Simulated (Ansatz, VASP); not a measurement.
**TaN: VASP beside Ansatz**

Contents of INCAR:

```
SYSTEM = TaN
PREC = Accurate ; ENCUT = 520
EDIFF = 1E-6 ; ISMEAR = 0
SIGMA = 0.15 ; LREAL = .False.
LASPH = .True. ; NELM = 100
ALGO = Normal ; ISIF = 2
LWAVE = .False. ; LCHARG = .False.
GGA = CA ; NBANDS = 42
```

File KPOINTS:

```
regular mesh
0
Gamma
  15 15 5
  0 0 0
```

The input POSCAR:

```
TaN
1.0
    1.4532781440     -2.5171515829      0.0000000000
    0.0000000000      0.0000000000     -2.8514389807
    8.7196688639      5.0343031657      0.0000000000
Ta N
4 4
Direct
    0.5000000000      0.5000000000      0.0833333333
    0.0000000000      0.5000000000      0.3333333333
    0.5000000000      0.5000000000      0.5833333333
    0.0000000000      0.5000000000      0.8333333333
    0.0000000000      0.0000000000      0.0000000000
    0.5000000000      0.0000000000      0.2500000000
    0.0000000000      0.0000000000      0.5000000000
    0.5000000000      0.0000000000      0.7500000000
```

Input for Ansatz:

```yaml
crystal:
  lattice:
    - [1.453278144, -2.5171515829, 0.0]
    - [0.0, 0.0, -2.8514389807]
    - [8.7196688639, 5.0343031657, 0.0]
  atoms:
    - { symbol: Ta, position: [0.5, 0.5, 0.0833333333] }
    - { symbol: Ta, position: [0.0, 0.5, 0.3333333333] }
    - { symbol: Ta, position: [0.5, 0.5, 0.5833333333] }
    - { symbol: Ta, position: [0.0, 0.5, 0.8333333333] }
    - { symbol: "N", position: [0.0, 0.0, 0.0] }
    - { symbol: "N", position: [0.5, 0.0, 0.25] }
    - { symbol: "N", position: [0.0, 0.0, 0.5] }
    - { symbol: "N", position: [0.5, 0.0, 0.75] }
basis:
  ecutwfc: 520.0
kpoints:
  mp_grid: { grid: [15, 15, 5] }
hamiltonian:
  xc: lda
  pseudopotentials: { kind: paw, azcp: { folder: soft_1 } }
scf:
  occupations: { method: gaussian, width: 0.15 }
output:
  forces: true
  stress: true
  eigenvalues: true
```

Alike in both runs: task single point; functional LDA; k mesh 15 × 15 × 5; occupations gaussian, width 0.15 eV; no spin polarisation.

|  | VASP | Ansatz |
| --- | --- | --- |
| version | VASP 6.6.1 | Ansatz 0.2.0 |
| potentials or method | VASP PAW LDA potentials, release 64 (Ta_pv, N), cutoff 520 eV | scalar-relativistic, plane waves, PAW |
| valence electrons in the cell | 64 | 72 |

Ansatz gave:

```
gap on the k mesh at the Fermi level (eV)                     : none
pressure (GPa)                                                : 0.0
traceless stress, the component that is largest in VASP (GPa) : 0.02
```

**Question.** What did VASP give for the same quantities?

**Answer.** gap on the k mesh at the Fermi level (eV): none; pressure (GPa): 2.1; traceless stress, the component that is largest in VASP (GPa): 0.20.

Ansatz warns that its potentials were made for another functional, while VASP's fit it. LDA's correlation is that of Perdew and Zunger in VASP and of Perdew and Wang (1992) in Ansatz. A gap of «none» marks a metal or a gap that the smearing closes. VASP's potentials hold 64 valence electrons a cell and Ansatz's 72, so a difference there can come from the potentials and not from the codes.

Spin-orbit coupling is off throughout.
